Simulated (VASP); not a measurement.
Input of a VASP 6.6.1 run:

The input INCAR:

```
ALGO = Fast ; EDIFF = 1E-6
ENCUT = 520 ; GGA = CA
ISIF = 2 ; ISMEAR = 0
LASPH = T ; LCHARG = F
LREAL = F ; LWAVE = F
NBANDS = 18 ; NELM = 60
PREC = Accurate ; SIGMA = 0.15
```

KPOINTS

```
k-points
0
Gamma
  12 12 12
```

File POSCAR:

```
Al3Cu
1.0
    4.1675664510      0.0000000000      0.0000000000
    0.0000000000      4.1675664510      0.0000000000
    0.0000000000      0.0000000000      3.4740833936
Al Cu
3 1
Direct
    0.0000000000      0.5000000000      0.5000000000
    0.5000000000      0.0000000000      0.5000000000
    0.5000000000      0.5000000000      0.0000000000
    0.0000000000      0.0000000000      0.0000000000
```

Potentials or basis: VASP PAW LDA potentials, release 64 (Al, Cu).

The run is started by

```bash
$ cat potpaw_LDA.64/Al/POTCAR potpaw_LDA.64/Cu/POTCAR > POTCAR
$ mpirun -np 1 vasp_std > vasp.out
```

(1) Estimate the band gap on the k mesh.

(2) Estimate the pressure.

Answers

(1) zero (band 10 reaches 11.04 eV, above the bottom of band 11 at 5.87 eV).

(2) -3.8 GPa.
